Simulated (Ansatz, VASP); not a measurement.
**Two plane-wave programs on MoS2**

Contents of INCAR:

```
SYSTEM = MoS2
ALGO = Normal
DIPOL = 0.5 0.5 0.500
EDIFF = 1E-6
ENCUT = 520
IDIPOL = 3
ISIF = 2
ISMEAR = 0
LASPH = .TRUE.
LCHARG = .TRUE.
LDIPOL = .TRUE.
LELF = .TRUE.
LREAL = .FALSE.
LVACPOTAV = .TRUE.
LVHAR = .TRUE.
LWAVE = .FALSE.
NBANDS = 35
NELM = 60
PREC = Accurate
SIGMA = 0.02
```

KPOINTS

```
k-points
0
G
  12 12 1
  0 0 0
```

POSCAR

```
MoS2
1.0
    3.1517613983      0.0000000000      0.0000000000
   -1.5758806992      2.7295054376      0.0000000000
    0.0000000000      0.0000000000     44.3528703540
S Mo
4 2
Direct
    0.3333333333      0.6666666667      0.3963816392
    0.3333333333      0.6666666667      0.4670319210
    0.6666666667      0.3333333333      0.5329680790
    0.6666666667      0.3333333333      0.6036183608
    0.6666666667      0.3333333333      0.4317244900
    0.3333333333      0.6666666667      0.5682755100
```

Input for Ansatz:

```yaml
crystal:
  lattice:
    - [3.1517613983, 0.0, 0.0]
    - [-1.5758806992, 2.7295054376, 0.0]
    - [0.0, 0.0, 44.352870354]
  atoms:
    - { symbol: S, position: [0.3333333333, 0.6666666667, 0.3963816392] }
    - { symbol: Mo, position: [0.6666666667, 0.3333333333, 0.43172449] }
    - { symbol: S, position: [0.3333333333, 0.6666666667, 0.467031921] }
    - { symbol: S, position: [0.6666666667, 0.3333333333, 0.532968079] }
    - { symbol: Mo, position: [0.3333333333, 0.6666666667, 0.56827551] }
    - { symbol: S, position: [0.6666666667, 0.3333333333, 0.6036183608] }
  periodic: [true, true, false]
basis:
  ecutwfc: 420
kpoints:
  mp_grid: { grid: [12, 12, 1] }
  band_path:
    path:
      - [0.0, 0.0, 0.0]
      - [0.05, 0.0, 0.0]
      - [0.1, 0.0, 0.0]
      - [0.15, 0.0, 0.0]
      - [0.2, 0.0, 0.0]
      - [0.25, 0.0, 0.0]
      - [0.3, 0.0, 0.0]
      - [0.35, 0.0, 0.0]
      - [0.4, 0.0, 0.0]
      - [0.45, 0.0, 0.0]
      - [0.5, 0.0, 0.0]
      - [0.4833333333, 0.0333333333, 0.0]
      - [0.4666666667, 0.0666666667, 0.0]
      - [0.45, 0.1, 0.0]
      - [0.4333333333, 0.1333333333, 0.0]
      - [0.4166666667, 0.1666666667, 0.0]
      - [0.4, 0.2, 0.0]
      - [0.3833333333, 0.2333333333, 0.0]
      - [0.3666666667, 0.2666666667, 0.0]
      - [0.35, 0.3, 0.0]
      - [0.3333333333, 0.3333333333, 0.0]
      - [0.3, 0.3, 0.0]
      - [0.2666666667, 0.2666666667, 0.0]
      - [0.2333333333, 0.2333333333, 0.0]
      - [0.2, 0.2, 0.0]
      - [0.1666666667, 0.1666666667, 0.0]
      - [0.1333333333, 0.1333333333, 0.0]
      - [0.1, 0.1, 0.0]
      - [0.0666666667, 0.0666666667, 0.0]
      - [0.0333333333, 0.0333333333, 0.0]
      - [0.174479, 0.177083, 0.0]
    npoints: 1
hamiltonian:
  xc: lda
scf:
  occupations: { method: gaussian, width: 0.02 }
  n_extra_bands: 6
output:
  forces: true
  stress: true
  eigenvalues: true
```

Alike in both runs: task single point; functional LDA; k mesh 12 × 12 × 1; occupations gaussian, width 0.02 eV; no spin polarisation.

```csv
,VASP,Ansatz
version,VASP 6.6.1,Ansatz 0.2.0
potentials or method,"VASP PAW LDA potentials, release 64 (S, Mo_sv), cutoff 520 eV","scalar-relativistic, plane waves, PAW"
valence electrons in the cell,52,52
```

|  | VASP | Ansatz | Ansatz less VASP |
| --- | --- | --- | --- |
| gap on the k mesh at the Fermi level (eV) | 1.16 | 1.15 | -0.010 |
| least direct gap on the mesh (eV) | 1.75 | 1.74 | -0.007 |
| rms of the force components (eV/Å) | 0.209 | 0.216 | +0.0075 |

LDA's correlation is that of Perdew and Zunger in VASP and of Perdew and Wang (1992) in Ansatz.
